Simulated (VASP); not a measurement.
# NiO2 (P-3m1) in VASP: a series of runs

The runs below take NiO2 through single point, with LDA.

Everything below comes from runs of VASP 6.6.1. Logs are shortened: lines on timing, memory, paths and dates and some standing lists are left out, and cuts for length are marked.

### 1 The cell of the first run

The structure is trigonal, space group P-3m1 (No. 164). Conventional cell: a = 2.763 Å, b = 2.763 Å, c = 4.206 Å, α = 90.00°, β = 90.00°, γ = 120.00°. Within 2.4 Å of Ni (site symmetry -3m) lie 6 O at 1.79 Å. Within 2.4 Å of O (site symmetry 3m) lie 3 Ni at 1.79 Å and 3 O at 2.29 Å.

### 2 Single point, LDA

Contents of INCAR:

```
SYSTEM = NiO2
  PREC = Accurate
  ENCUT = 700
  EDIFF = 1E-6
  ISMEAR = 0
  SIGMA = 0.05
  LREAL = .FALSE.
  LASPH = .TRUE.
  NELM = 120
  ALGO = Normal
  ISIF = 2
  LWAVE = .FALSE.
  LCHARG = .FALSE.
  NBANDS = 22
  GGA_COMPAT = .FALSE.
```

Contents of KPOINTS:

```
Automatic mesh
0
G
  12 12 6
  0 0 0
```

Contents of POSCAR:

```
NiO2
1.0
    2.7627792314      0.0000000000      0.0000000000
   -1.3813896157      2.3926369995      0.0000000000
    0.0000000000      0.0000000000      4.2061363981
Ni O
1 2
Direct
    0.0000000000      0.0000000000      0.5000000000
    0.6666666667      0.3333333333      0.6948483030
    0.3333333333      0.6666666667      0.3051516970
```

Potentials or basis: VASP PAW LDA potentials, release 64 (Ni_sv_GW, O).

Run with:

```bash
cat potpaw_LDA.64/Ni_sv_GW/POTCAR potpaw_LDA.64/O/POTCAR > POTCAR
mpirun -np 1 vasp_std > vasp.out
```

OUTCAR:

```text
SYSTEM = NiO2
   PREC = Accurate
   ENCUT = 700
   EDIFF = 1E-6
   ISMEAR = 0
   LREAL = .FALSE.
   LASPH = .TRUE.
   NELM = 120
   ISIF = 2

 ion  position               nearest neighbor table
   1  0.000  0.000  0.500-   2 1.79   3 1.79   2 1.79   3 1.79   2 1.79   3 1.79
   2  0.667  0.333  0.695-   1 1.79   1 1.79   1 1.79
   3  0.333  0.667  0.305-   1 1.79   1 1.79   1 1.79

  LATTYP: Found a hexagonal cell.
 ALAT       =     2.7627792314
 C/A-ratio  =     1.5224294255

  Lattice vectors:

 A1 = (   2.7627792314,   0.0000000000,   0.0000000000)
 A2 = (  -1.3813896157,   2.3926369995,   0.0000000000)
 A3 = (   0.0000000000,   0.0000000000,   4.2061363981)

Analysis of symmetry for initial positions (statically):
=====================================================================
 Subroutine PRICEL returns:
 Original cell was already a primitive cell.

 Routine SETGRP: Setting up the symmetry group for a
 hexagonal supercell.

 Subroutine GETGRP returns: Found 12 space group operations
 (whereof 12 operations were pure point group operations)
 out of a pool of 24 trial point group operations.

The static configuration has the point symmetry D_3d.

Analysis of symmetry for dynamics (positions and initial velocities):
=====================================================================
 Subroutine PRICEL returns:
 Original cell was already a primitive cell.

 Routine SETGRP: Setting up the symmetry group for a
 hexagonal supercell.

 Subroutine GETGRP returns: Found 12 space group operations
 (whereof 12 operations were pure point group operations)
 out of a pool of 24 trial point group operations.

The dynamic configuration has the point symmetry D_3d.

 Subroutine INISYM returns: Found 12 space group operations
 (whereof 12 operations are pure point group operations),
 and found     1 'primitive' translations

----------------------------------------------------------------------------------------

                                     Primitive cell

  volume of cell :      27.8039

  direct lattice vectors                    reciprocal lattice vectors
     2.762779231  0.000000000  0.000000000     0.361954364  0.208974450  0.000000000
    -1.381389616  2.392637000  0.000000000     0.000000000  0.417948899  0.000000000
     0.000000000  0.000000000  4.206136398     0.000000000  0.000000000  0.237747877

  length of vectors
     2.762779231  2.762779231  4.206136398     0.417948899  0.417948899  0.237747877

  position of ions in fractional coordinates (direct lattice)
     0.000000000  0.000000000  0.500000000
     0.666666667  0.333333333  0.694848303
     0.333333333  0.666666667  0.305151697

  ion indices of the primitive-cell ions
   primitive index   ion index
                 1           1
                 2           2
                 3           3

----------------------------------------------------------------------------------------

 KPOINTS: Automatic mesh

Automatic generation of k-mesh.
 Grid dimensions read from file:
 generate k-points for:   12   12    6

 Generating k-lattice:

  Cartesian coordinates                     Fractional coordinates (reciprocal lattice)
     0.030162864  0.017414537  0.000000000     0.083333333  0.000000000  0.000000000
     0.000000000  0.034829075  0.000000000     0.000000000  0.083333333  0.000000000
     0.000000000  0.000000000  0.039624646     0.000000000  0.000000000  0.166666667

  Length of vectors
     0.034829075  0.034829075  0.039624646

  Shift w.r.t. Gamma in fractional coordinates (k-lattice)
     0.000000000  0.000000000  0.000000000

 Subroutine IBZKPT returns following result:
 ===========================================

 Found    100 irreducible k-points:

 Following reciprocal coordinates:
            Coordinates               Weight
  0.000000  0.000000  0.000000      1.000000
  0.083333  0.000000  0.000000      6.000000
  0.166667  0.000000  0.000000      6.000000
  0.250000  0.000000  0.000000      6.000000
  0.333333  0.000000  0.000000      6.000000
  0.416667  0.000000  0.000000      6.000000
[... 16 lines left out ...]
  0.166667  0.000000  0.166667      6.000000
  0.000000  0.166667  0.166667      6.000000
 [... further k-points ...]
   k-points           NKPTS =    100   k-points in BZ     NKDIM =    100   number of bands    NBANDS=     22
   number of dos      NEDOS =    301   number of ions     NIONS =      3
   total plane-waves  NPLWV =  20736
   dimension x,y,z NGX =    24 NGY =   24 NGZ =   36
   dimension x,y,z NGXF=    48 NGYF=   48 NGZF=   72
   ions per type =               1   2
   NGX,Y,Z   is equivalent  to a cutoff of  14.44, 14.44, 14.23 a.u.
   NGXF,Y,Z  is equivalent  to a cutoff of  28.88, 28.88, 28.46 a.u.
 SYSTEM =  NiO2
   PREC   = accura    normal or accurate (medium, high low for compatibility)
   ISTART =      0    job   : 0-new  1-cont  2-samecut
   ICHARG =      2    charge: 1-file 2-atom 10-const
   ISPIN  =      1    spin polarized calculation?
   LNONCOLLINEAR =      F non collinear calculations
   LSORBIT =      F    spin-orbit coupling
   LASPH  =      T    aspherical Exc in radial PAW
   ENCUT  =  700.0 eV  51.45 Ry    7.17 a.u.   5.96  5.96  9.07*2*pi/ulx,y,z
   NELM   =    120;   NELMIN=  2; NELMDL= -5     # of ELM steps
   EDIFF  = 0.1E-05   stopping-criterion for ELM
   LREAL  =      F    real-space projection
[... 7 lines left out ...]
   TEBEG  =    0.0;   TEEND  =   0.0 temperature during run
   PSTRESS=    0.0 pullay stress
   NELECT =      30.0000    total number of electrons
   NUPDOWN=      -1.0000    fix difference up-down
   EMIN   =  10.00;   EMAX   =-10.00  energy-range for DOS
   EFERMI =   0.00;   METHOD = LEGACY
   ISMEAR =     0;   SIGMA  =   0.05  broadening in eV -4-tet -1-fermi 0-gaus
   EFERMI_NEDOS =   21; number of points for ismear=-14 and -15
   IALGO  =     38    algorithm
   IMIX   =      4    mixing-type and parameters
     AMIX     =   0.40;   BMIX     =  1.00
     AMIX_MAG =   1.60;   BMIX_MAG =  1.00
  volume/ion in A,a.u.               =       9.27        62.54
  Fermi-wavevector in a.u.,A,eV,Ry     =   1.679113  3.173063 38.360522  2.819419
  Thomas-Fermi vector in A             =   2.763082
   LORBIT       =      0    0 simple, 1 ext, 2 COOP (PROOUT), +10 PAW based schemes
   GGA     = CA    functional components
   LHFCALC =     F    Hartree Fock is set to
   AEXX    =    0.0000 exact exchange contribution
   IVDW    =     0    specifies the selected vdW correction
   LEPSILON=     F    determine dielectric tensor
   LRPA    =     F    only Hartree local field effects (RPA)
 non-spin polarized calculation
 Gauss-broadening in eV      SIGMA  =   0.05
  energy-cutoff  :      700.00
  volume of cell :       27.80
 maximum number of plane-waves:      1188
   NGX = 11   NGY = 11   NGZ = 19

 number of electron      30.0000001 magnetization

 Free energy of the ion-electron system (eV)
  ---------------------------------------------------
  ext. energy  EPLUGINS =         0.00000000
  ---------------------------------------------------
  free energy    TOTEN  =       -20.85796380 eV

  energy without entropy =      -20.85796380  energy(sigma->0) =      -20.85796380

 E-fermi :   3.8155     XC(G=0): -12.3248

 val. band max:        3.6037598172   @ k =   0.0833   0.0000   0.5000
 cond. band min:       4.3581998611   @ k =   0.3333   0.0000   0.3333
 fundamental gap:      0.7544400439
 Fermi energy:         3.8154720962

 k-point     1 :       0.0000    0.0000    0.0000
  band No.  band energies     occupation
      1    -100.1195      2.00000
      2     -61.2496      2.00000
      3     -61.2496      2.00000
      4     -60.7464      2.00000
      5     -17.3789      2.00000
      6     -13.5769      2.00000
[... 14 lines left out ...]
     21      22.9933      0.00000
     22      22.9933      0.00000

 k-point     2 :       0.0833    0.0000    0.0000
  band No.  band energies     occupation
      1    -100.1190      2.00000
      2     -61.2543      2.00000
      3     -61.2507      2.00000
      4     -60.7457      2.00000
      5     -17.2685      2.00000
      6     -13.6186      2.00000
[... 14 lines left out ...]
     21      22.2519      0.00000
     22      23.2927      0.00000

 k-point     3 :       0.1667    0.0000    0.0000
  band No.  band energies     occupation
      1    -100.1178      2.00000
      2     -61.2670      2.00000
      3     -61.2537      2.00000
      4     -60.7439      2.00000
      5     -16.9513      2.00000
      6     -13.7381      2.00000
[... 14 lines left out ...]
     21      20.9980      0.00000
     22      24.2791      0.00000

 k-point     4 :       0.2500    0.0000    0.0000
  band No.  band energies     occupation
      1    -100.1164      2.00000
      2     -61.2845      2.00000
      3     -61.2579      2.00000
      4     -60.7416      2.00000
      5     -16.4703      2.00000
      6     -13.9208      2.00000
[... 14 lines left out ...]
     21      20.3432      0.00000
     22      22.8493      0.00000

 k-point     5 :       0.3333    0.0000    0.0000
  band No.  band energies     occupation
      1    -100.1148      2.00000
      2     -61.3017      2.00000
      3     -61.2620      2.00000
      4     -60.7392      2.00000
      5     -15.8983      2.00000
      6     -14.1531      2.00000
[... 14 lines left out ...]
     21      19.9700      0.00000
     22      22.1448      0.00000

 k-point     6 :       0.4167    0.0000    0.0000
  band No.  band energies     occupation
      1    -100.1137      2.00000
      2     -61.3144      2.00000
      3     -61.2651      2.00000
      4     -60.7375      2.00000
      5     -15.3332      2.00000
      6     -14.4357      2.00000
[... 14 lines left out ...]
     21      19.9426      0.00000
     22      21.9676      0.00000

 k-point     7 :       0.5000    0.0000    0.0000
  band No.  band energies     occupation
      1    -100.1133      2.00000
      2     -61.3191      2.00000
      3     -61.2662      2.00000
      4     -60.7368      2.00000
      5     -14.9484      2.00000
      6     -14.7082      2.00000
[... 324 lines left out ...]
      6     -13.6596      2.00000
[... 14 lines left out ...]
     21      22.9949      0.00000
     22      22.9949      0.00000

 k-point    21 :       0.0833    0.0000    0.1667
  band No.  band energies     occupation
      1    -100.1192      2.00000
      2     -61.2543      2.00000
      3     -61.2507      2.00000
      4     -60.7459      2.00000
      5     -17.2324      2.00000
      6     -13.6961      2.00000
[... 14 lines left out ...]
     21      22.2881      0.00000
     22      23.2844      0.00000

 k-point    22 :       0.0000    0.0833    0.1667
  band No.  band energies     occupation
      1    -100.1192      2.00000
      2     -61.2543      2.00000
      3     -61.2507      2.00000
      4     -60.7459      2.00000
      5     -17.2322      2.00000
      6     -13.6969      2.00000
[... 14 lines left out ...]
     21      22.2748      0.00000
     22      23.2944      0.00000

 k-point    23 :       0.1667    0.0000    0.1667
  band No.  band energies     occupation
      1    -100.1180      2.00000
      2     -61.2671      2.00000
      3     -61.2537      2.00000
      4     -60.7441      2.00000
      5     -16.9175      2.00000
      6     -13.8005      2.00000
[... 14 lines left out ...]
     21      21.0122      0.00000
     22      24.1030      0.00000

 k-point    24 :       0.0000    0.1667    0.1667
  band No.  band energies     occupation
      1    -100.1180      2.00000
      2     -61.2671      2.00000
      3     -61.2538      2.00000
      4     -60.7441      2.00000
      5     -16.9156      2.00000
      6     -13.8058      2.00000
[... 14 lines left out ...]
     21      20.9966      0.00000
     22      24.0839      0.00000

 [... further k-points ...]

------------------------ aborting loop because EDIFF is reached ----------------------------------------

  FORCE on cell =-STRESS in cart. coord.  units (eV):
  Direction    XX          YY          ZZ          XY          YZ          ZX
  --------------------------------------------------------------------------------------
  -------------------------------------------------------------------------------------
  Total        3.6256181      3.6256181      3.6245306      0.0000000      0.0000000     -0.0000000
  in kB      208.9230201    208.9230201    208.8603525      0.0000000      0.0000000     -0.0000000
  external PRESSURE =     208.9021309 kB  Pullay stress =       0.0000000 kB

 VOLUME and BASIS-vectors are now :
 -----------------------------------------------------------------------------
  energy-cutoff  :      700.00
  volume of cell :       27.80
      direct lattice vectors                 reciprocal lattice vectors
     2.762779231  0.000000000  0.000000000     0.361954364  0.208974450  0.000000000
    -1.381389616  2.392637000  0.000000000     0.000000000  0.417948899  0.000000000
     0.000000000  0.000000000  4.206136398     0.000000000  0.000000000  0.237747877

 POSITION                                       TOTAL-FORCE (eV/Angst)
 -----------------------------------------------------------------------------------
      0.00000      0.00000      2.10307        -0.000000      0.000000      0.000000
      1.38139      0.79755      2.92263         0.000000      0.000000      2.333555
     -0.00000      1.59509      1.28351        -0.000000     -0.000000     -2.333555
 -----------------------------------------------------------------------------------
    total drift:                                0.000000      0.000000      0.000000

  FREE ENERGIE OF THE ION-ELECTRON SYSTEM (eV)
  ---------------------------------------------------
  free  energy   TOTEN  =       -20.8579637958 eV

  energy  without entropy=      -20.8579637958  energy(sigma->0) =      -20.85796380
```

Run time: 74 s. Hardware: 1 thread of Intel Xeon Platinum 8375C at 2.90GHz (Ice Lake), shared host; peak memory 0.23 GiB.

What came out:

- Free energy: -20.8580 eV
- Pressure: 20.9 GPa
- Largest force: 2.334 eV/Å
- Band gap on the k mesh: 0.75 eV (least direct gap 1.31 eV)

Forces in eV/Å, atoms in the order of the input:
```
Ni   0.000  0.000  0.000
O    0.000  0.000  2.334
O    0.000  0.000 -2.334
```

Levels at points of the mesh, in eV from the valence-band top:
| k point | band 13 | band 14 | band 15 | band 16 | band 17 | band 18 |
| --- | --- | --- | --- | --- | --- | --- |
| (0.00, 0.00, 0.00) | -1.74 | -1.19 | -0.40 | 2.33 | 2.33 | 7.94 |
| (0.50, 0.00, 0.00) | -2.42 | -2.23 | -1.27 | 1.38 | 2.33 | 12.72 |
| (0.00, 0.00, 0.50) | -1.79 | -1.79 | -0.02 | 2.40 | 2.40 | 9.83 |
| (0.50, 0.00, 0.50) | -2.23 | -1.72 | -1.42 | 1.38 | 2.20 | 11.20 |

Caveat: the cell differs from its parent crystal (atoms shifted along a free coordinate, c/a of the conventional cell at fixed volume 1.5224); the cell stands under pressure; the run has no spin polarisation, though such a crystal can be magnetic; forces of over 1 eV/Å act on the atoms, so gaps and moduli don't describe the material at rest. A k mesh can miss the band edges.

### 3 Single point, LDA (9.27 Å³/atom, c/a of the conventional cell at fixed volume 1.4565)

Contents of INCAR:

```
SYSTEM = NiO2
PREC = Accurate
ENCUT = 700
EDIFF = 1E-6
ISMEAR = 0
SIGMA = 0.05
LREAL = .FALSE.
LASPH = .TRUE.
NELM = 120
ALGO = Normal
ISIF = 2
LWAVE = .FALSE.
LCHARG = .FALSE.
NBANDS = 22
GGA_COMPAT = .FALSE.
```

KPOINTS is that of step 2.

Contents of POSCAR:

```
NiO2
1.0
    2.8038519370      0.0000000000      0.0000000000
   -1.4019259685      2.4282070059      0.0000000000
    0.0000000000      0.0000000000      4.0838103463
Ni O
1 2
Direct
    0.0000000000      0.0000000000      0.5000000000
    0.6666666667      0.3333333333      0.7186230907
    0.3333333333      0.6666666667      0.2813769093
```

Potentials or basis: VASP PAW LDA potentials, release 64 (Ni_sv_GW, O).

Run with:

```bash
cat potpaw_LDA.64/Ni_sv_GW/POTCAR potpaw_LDA.64/O/POTCAR > POTCAR
mpirun -np 1 vasp_std > vasp.out
```

It took 69 s on 1 thread of Intel Xeon Platinum 8259CL at 2.50GHz (Skylake/Cascade Lake), shared host; peak memory 0.23 GiB.

The run converged. Its results:

* Free energy: -21.0850 eV
* Pressure: -1.9 GPa
* Largest force: 0.234 eV/Å
* Band gap on the k mesh: 0.64 eV (least direct gap 1.00 eV)

Forces on the atoms (eV/Å):
```
Ni   0.000  0.000  0.000
O    0.000  0.000  0.234
O    0.000  0.000 -0.234
```

Stress tensor (GPa, compression positive):
```
-3.86  0.00  0.00
 0.00 -3.86  0.00
 0.00  0.00  1.89
```

Levels at points of the mesh, in eV from the valence-band top:
| k point | band 11 | band 12 | band 13 | band 14 | band 15 | band 16 | band 17 | band 18 | band 19 | band 20 |
| --- | --- | --- | --- | --- | --- | --- | --- | --- | --- | --- |
| (0.00, 0.00, 0.00) | -2.41 | -1.45 | -1.45 | -0.58 | -0.51 | 2.04 | 2.04 | 7.87 | 10.69 | 17.10 |
| (0.50, 0.00, 0.00) | -3.49 | -2.72 | -2.05 | -1.92 | -1.20 | 1.29 | 2.10 | 12.59 | 12.79 | 14.39 |
| (0.00, 0.00, 0.50) | -2.42 | -2.42 | -1.57 | -1.57 | -0.06 | 2.16 | 2.16 | 10.03 | 10.33 | 15.92 |
| (0.50, 0.00, 0.50) | -3.24 | -2.06 | -1.93 | -1.46 | -1.35 | 1.33 | 1.88 | 11.25 | 13.01 | 15.10 |

Caveat: the cell differs from its parent crystal (c/a of the conventional cell at fixed volume 1.4565); the stress differs along the axes, from -4 to 2 GPa; the run has no spin polarisation, though such a crystal can be magnetic. Spin polarisation is off, so any magnetic state and its effect on volume and gap are missing.

(Continued in part 2 of 2.)
